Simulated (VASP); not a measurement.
# Rh in VASP: single point with PBE+D3(BJ)

Aim: the single point of Rh with PBE+D3(BJ).

All numbers are computed with VASP 6.6.1; they aren't measurements. Logs are shortened: lines on timing, memory, paths and dates and some standing lists are left out, and cuts for length are marked.

### 1 The cell of the first run

The cell holds a slab with vacuum, 12 atoms: a = 5.365 Å, b = 5.365 Å, c = 20.380 Å, α = 90.00°, β = 90.00°, γ = 120.00°.

### 2 Single point, PBE+D3(BJ)

INCAR reads:

```
  PREC = Accurate
  ENCUT = 520
  EDIFF = 1E-6
  ISMEAR = 0
  SIGMA = 0.1
  LREAL = F
  LASPH = T
  NELM = 60
  ALGO = Normal
  ISIF = 2
  LWAVE = F
  LCHARG = T
  LDIPOL = T
  IDIPOL = 3
  DIPOL = 0.5 0.5 0.498
  GGA = PE
  IVDW = 12
  LELF = T
  LVHAR = T
  LVACPOTAV = T
  NBANDS = 102
```

KPOINTS reads:

```
regular mesh
0
Gamma
  4 4 1
```

POSCAR reads:

```
Rh
1.0
    5.3647950047      0.0000000000      0.0000000000
   -2.6823975023      4.6460487602      0.0000000000
    0.0000000000      0.0000000000     20.3803367787
Rh
12
Direct
    0.3333333333      0.1666666667      0.3925352209
    0.3333333333      0.6666666667      0.3925352209
    0.8333333333      0.1666666667      0.3925352209
    0.8333333333      0.6666666667      0.3925352209
    0.6666666667      0.3333333333      0.4980918671
    0.6666666667      0.8333333333      0.4980918671
    0.1666666667      0.3333333333      0.4980918671
    0.1666666667      0.8333333333      0.4980918671
    0.0000000000      0.5000000000      0.6036375085
    0.0000000000      0.0000000000      0.6036375085
    0.5000000000      0.5000000000      0.6036375085
    0.5000000000      0.0000000000      0.6036375085
```

Potentials or basis: VASP PAW PBE potentials, release 64 (Rh_pv).

Launch:

```console
> cat potpaw_PBE.64/Rh_pv/POTCAR > POTCAR
> mpirun -np 1 vasp_std > vasp.out
```

OUTCAR:

```text
PREC = Accurate
   ENCUT = 520
   EDIFF = 1E-6
   ISMEAR = 0
   LREAL = F
   LASPH = T
   NELM = 60
   ISIF = 2
   GGA = PE
   IVDW = 12
 IVDW          = 12

 ion  position               nearest neighbor table
   1  0.333  0.167  0.393-   7 2.65   5 2.65   8 2.65   3 2.68   3 2.68   2 2.68   2 2.68   4 2.68
                             4 2.68
   2  0.333  0.667  0.393-   8 2.65   6 2.65   7 2.65   4 2.68   4 2.68   1 2.68   1 2.68   3 2.68
                             3 2.68
   3  0.833  0.167  0.393-   5 2.65   7 2.65   6 2.65   1 2.68   1 2.68   4 2.68   4 2.68   2 2.68
                             2 2.68
   4  0.833  0.667  0.393-   6 2.65   8 2.65   5 2.65   2 2.68   2 2.68   3 2.68   3 2.68   1 2.68
                             1 2.68
   5  0.667  0.333  0.498-   9 2.65  12 2.65  11 2.65   3 2.65   1 2.65   4 2.65   7 2.68   7 2.68
                             6 2.68   6 2.68   8 2.68   8 2.68
   6  0.667  0.833  0.498-  10 2.65  11 2.65  12 2.65   4 2.65   2 2.65   3 2.65   8 2.68   8 2.68
                             5 2.68   5 2.68   7 2.68   7 2.68
   7  0.167  0.333  0.498-  11 2.65  10 2.65   9 2.65   1 2.65   3 2.65   2 2.65   5 2.68   5 2.68
                             8 2.68   8 2.68   6 2.68   6 2.68
   8  0.167  0.833  0.498-  12 2.65   9 2.65  10 2.65   2 2.65   4 2.65   1 2.65   6 2.68   6 2.68
                             7 2.68   7 2.68   5 2.68   5 2.68
   9  0.000  0.500  0.604-   5 2.65   8 2.65   7 2.65  11 2.68  11 2.68  10 2.68  10 2.68  12 2.68
[... 14 lines left out ...]
 A1 = (   5.3647950047,   0.0000000000,   0.0000000000)
 A2 = (  -2.6823975023,   4.6460487602,   0.0000000000)
 A3 = (   0.0000000000,   0.0000000000,  20.3803367787)

Analysis of symmetry for initial positions (statically):
=====================================================================
 Subroutine PRICEL returns following result:

  LATTYP: Found a hexagonal cell.
 ALAT       =     2.6823975023
 C/A-ratio  =     7.5978063508

  Lattice vectors:

 A1 = (   2.6823975023,   0.0000000000,   0.0000000000)
 A2 = (  -1.3411987512,   2.3230243801,   0.0000000000)
 A3 = (   0.0000000000,   0.0000000000,  20.3803367787)

   4 primitive cells build up your supercell.

 Routine SETGRP: Setting up the symmetry group for a
 hexagonal supercell.

 Subroutine GETGRP returns: Found  6 space group operations
 (whereof  6 operations were pure point group operations)
 out of a pool of 24 trial point group operations.

The static configuration has the point symmetry C_3v.

Analysis of symmetry for dynamics (positions and initial velocities):
=====================================================================
 Subroutine PRICEL returns following result:

  LATTYP: Found a hexagonal cell.
 ALAT       =     2.6823975023
 C/A-ratio  =     7.5978063508

  Lattice vectors:

 A1 = (   2.6823975023,   0.0000000000,   0.0000000000)
 A2 = (  -1.3411987512,   2.3230243801,   0.0000000000)
 A3 = (   0.0000000000,   0.0000000000,  20.3803367787)

   4 primitive cells build up your supercell.

 Routine SETGRP: Setting up the symmetry group for a
 hexagonal supercell.

 Subroutine GETGRP returns: Found  6 space group operations
 (whereof  6 operations were pure point group operations)
 out of a pool of 24 trial point group operations.

The dynamic configuration has the point symmetry C_3v.

 Subroutine INISYM returns: Found  6 space group operations
 (whereof  6 operations are pure point group operations),
 and found     4 'primitive' translations

----------------------------------------------------------------------------------------

                                     Primitive cell

  volume of cell :     126.9955

  direct lattice vectors                    reciprocal lattice vectors
     2.682397502  0.000000000  0.000000000     0.372800824  0.215236656  0.000000000
    -1.341198751  2.323024380  0.000000000     0.000000000  0.430473313  0.000000000
     0.000000000  0.000000000 20.380336779     0.000000000  0.000000000  0.049066903

  length of vectors
     2.682397502  2.682397502 20.380336779     0.430473313  0.430473313  0.049066903

  position of ions in fractional coordinates (direct lattice)
     0.666666667  0.333333333  0.392535221
     0.333333333  0.666666667  0.498091867
     0.000000000  0.000000000  0.603637509

  ion indices of the primitive-cell ions
   primitive index   ion index
                 1           1
                 2           7
                 3          12

----------------------------------------------------------------------------------------

 KPOINTS: regular mesh

Automatic generation of k-mesh.
 Grid dimensions read from file:
 generate k-points for:    4    4    1

 Generating k-lattice:

  Cartesian coordinates                     Fractional coordinates (reciprocal lattice)
     0.046600103  0.026904582  0.000000000     0.250000000  0.000000000  0.000000000
     0.000000000  0.053809164  0.000000000     0.000000000  0.250000000  0.000000000
     0.000000000  0.000000000  0.049066903     0.000000000  0.000000000  1.000000000

  Length of vectors
     0.053809164  0.053809164  0.049066903

  Shift w.r.t. Gamma in fractional coordinates (k-lattice)
     0.000000000  0.000000000  0.000000000

 Subroutine IBZKPT returns following result:
 ===========================================

 Found      4 irreducible k-points:

 Following reciprocal coordinates:
            Coordinates               Weight
  0.000000  0.000000  0.000000      1.000000
  0.250000 -0.000000  0.000000      6.000000
  0.500000 -0.000000  0.000000      3.000000
  0.250000  0.250000  0.000000      6.000000
   k-points           NKPTS =      4   k-points in BZ     NKDIM =      4   number of bands    NBANDS=    102
   number of dos      NEDOS =    301   number of ions     NIONS =     12
   total plane-waves  NPLWV = 256000
   dimension x,y,z NGX =    40 NGY =   40 NGZ =  160
   dimension x,y,z NGXF=    80 NGYF=   80 NGZF=  320
   ions per type =              12
   NGX,Y,Z   is equivalent  to a cutoff of  12.40, 12.40, 13.05 a.u.
   NGXF,Y,Z  is equivalent  to a cutoff of  24.79, 24.79, 26.10 a.u.
 SYSTEM =  unknown system
   PREC   = accura    normal or accurate (medium, high low for compatibility)
   ISTART =      0    job   : 0-new  1-cont  2-samecut
   ICHARG =      2    charge: 1-file 2-atom 10-const
   ISPIN  =      1    spin polarized calculation?
   LNONCOLLINEAR =      F non collinear calculations
   LSORBIT =      F    spin-orbit coupling
   LASPH  =      T    aspherical Exc in radial PAW
   ENCUT  =  520.0 eV  38.22 Ry    6.18 a.u.   9.97  9.97 37.89*2*pi/ulx,y,z
   NELM   =     60;   NELMIN=  2; NELMDL= -5     # of ELM steps
   EDIFF  = 0.1E-05   stopping-criterion for ELM
   LREAL  =      F    real-space projection
   EDIFFG = 0.1E-04   stopping-criterion for IOM
   NSW    =      0    number of steps for IOM
   IBRION =     -1    ionic relax: 0-MD 1-quasi-New 2-CG
   NFREE  =      0    steps in history (QN), initial steepest desc. (CG)
   ISIF   =      2    stress and relaxation
   ISYM   =      2    0-nonsym 1-usesym 2-fastsym
   POTIM  = 0.5000    time-step for ionic-motion
   TEBEG  =    0.0;   TEEND  =   0.0 temperature during run
   PSTRESS=    0.0 pullay stress
   NELECT =     180.0000    total number of electrons
   NUPDOWN=      -1.0000    fix difference up-down
   EMIN   =  10.00;   EMAX   =-10.00  energy-range for DOS
   EFERMI =   0.00;   METHOD = LEGACY
   ISMEAR =     0;   SIGMA  =   0.10  broadening in eV -4-tet -1-fermi 0-gaus
   EFERMI_NEDOS =   21; number of points for ismear=-14 and -15
   IALGO  =     38    algorithm
   IMIX   =      4    mixing-type and parameters
     AMIX     =   0.40;   BMIX     =  1.00
     AMIX_MAG =   1.60;   BMIX_MAG =  1.00
  volume/ion in A,a.u.               =      42.33       285.67
  Fermi-wavevector in a.u.,A,eV,Ry     =   1.158465  2.189181 18.259578  1.342041
  Thomas-Fermi vector in A             =   2.295067
   LORBIT       =      0    0 simple, 1 ext, 2 COOP (PROOUT), +10 PAW based schemes
   GGA     = PE    functional components
   LHFCALC =     F    Hartree Fock is set to
   AEXX    =    0.0000 exact exchange contribution
   IVDW    =    12    specifies the selected vdW correction
   LEPSILON=     F    determine dielectric tensor
   LRPA    =     F    only Hartree local field effects (RPA)
 non-spin polarized calculation
 Gauss-broadening in eV      SIGMA  =   0.10
  energy-cutoff  :      520.00
  volume of cell :      507.98
 maximum number of plane-waves:     13702
 NGX is ok and might be reduce to    40
   NGX = 19   NGY = 19   NGZ = 75

 dipolmoment           0.000000      0.000000      0.000046 electrons x Angstroem

 number of electron     179.9999982 magnetization

 dipolmoment           0.000000      0.000000     -0.000005 electrons x Angstroem

 Free energy of the ion-electron system (eV)
  ---------------------------------------------------
  ext. energy  EPLUGINS =         0.00000000
  ---------------------------------------------------
  free energy    TOTEN  =       -80.79098370 eV

  energy without entropy =      -80.65680980  energy(sigma->0) =      -80.72389675

 E-fermi :   0.4575     XC(G=0):  -5.4548

 val. band max:        0.4212313434   @ k =   0.2500  -0.0000   0.0000
 cond. band min:       0.4802809066   @ k =   0.2500   0.2500   0.0000
 fundamental gap:      0.0590495631
 Fermi energy:         0.4575462697

 k-point     1 :       0.0000    0.0000    0.0000
  band No.  band energies     occupation
      1     -46.6674      2.00000
      2     -46.6674      2.00000
      3     -46.6674      2.00000
      4     -46.5996      2.00000
      5     -46.5252      2.00000
      6     -46.5252      2.00000
[... 409 lines left out ...]
    101       1.7599      0.00000
    102       1.7599      0.00000

------------------------ aborting loop because EDIFF is reached ----------------------------------------

 Edisp (eV)   -5.20249

 E8    (eV) :    -2.4471

  FORCE on cell =-STRESS in cart. coord.  units (eV):
  Direction    XX          YY          ZZ          XY          YZ          ZX
  --------------------------------------------------------------------------------------
  -------------------------------------------------------------------------------------
  Total      -6.70678    -6.70678    -0.00311    -0.00000     0.00000     0.00000
  in kB     -21.15322   -21.15322    -0.00981    -0.00000     0.00000     0.00000
  external pressure =      -14.11 kB  Pullay stress =        0.00 kB

 VOLUME and BASIS-vectors are now :
 -----------------------------------------------------------------------------
  energy-cutoff  :      520.00
  volume of cell :      507.98
      direct lattice vectors                 reciprocal lattice vectors
     5.364795005  0.000000000  0.000000000     0.186400412  0.107618328  0.000000000
    -2.682397502  4.646048760  0.000000000     0.000000000  0.215236656  0.000000000
     0.000000000  0.000000000 20.380336779     0.000000000  0.000000000  0.049066903

 POSITION                                       TOTAL-FORCE (eV/Angst)
 -----------------------------------------------------------------------------------
      1.34120      0.77434      8.00000         0.000000     -0.000000     -0.006943
     -0.00000      3.09737      8.00000         0.000000      0.000000     -0.006943
      4.02360      0.77434      8.00000         0.000000     -0.000000     -0.006943
      2.68240      3.09737      8.00000         0.000000      0.000000     -0.006943
      2.68240      1.54868     10.15128        -0.000000      0.000000     -0.002042
      1.34120      3.87171     10.15128         0.000000      0.000000     -0.002042
      0.00000      1.54868     10.15128        -0.000000      0.000000     -0.002042
     -1.34120      3.87171     10.15128        -0.000000      0.000000     -0.002042
     -1.34120      2.32302     12.30234         0.000000     -0.000000      0.008985
      0.00000      0.00000     12.30234        -0.000000     -0.000000      0.008985
      1.34120      2.32302     12.30234        -0.000000     -0.000000      0.008985
      2.68240      0.00000     12.30234        -0.000000      0.000000      0.008985
 -----------------------------------------------------------------------------------
    total drift:                               -0.000000     -0.000001      0.000790

  FREE ENERGIE OF THE ION-ELECTRON SYSTEM (eV)
  ---------------------------------------------------
  free  energy   TOTEN  =       -85.9934759904 eV

  energy  without entropy=      -85.8593020955  energy(sigma->0) =      -85.92638904

 vacuum level on the upper side and lower side of the slab         5.566         5.566
```

Run time: 7.8 min. Hardware: 1 thread of Oxide Virtual Turin-like, shared host; peak memory 0.56 GiB.

What came out:

| Item | Value |
| --- | --- |
| Free energy | -85.9935 eV |
| Largest force | 0.009 eV/Å |
| Band gap on the k mesh | zero (band 90 reaches 0.86 eV, above the bottom of band 91 at 0.10 eV) |
| Dispersion energy per atom | -0.434 eV |

Forces on the atoms (eV/Å):
```
Rh   0.000  0.000 -0.007
Rh   0.000  0.000 -0.007
Rh   0.000  0.000 -0.007
Rh   0.000  0.000 -0.007
Rh   0.000  0.000 -0.002
Rh   0.000  0.000 -0.002
Rh   0.000  0.000 -0.002
Rh   0.000  0.000 -0.002
Rh   0.000  0.000  0.009
Rh   0.000  0.000  0.009
Rh   0.000  0.000  0.009
Rh   0.000  0.000  0.009
```
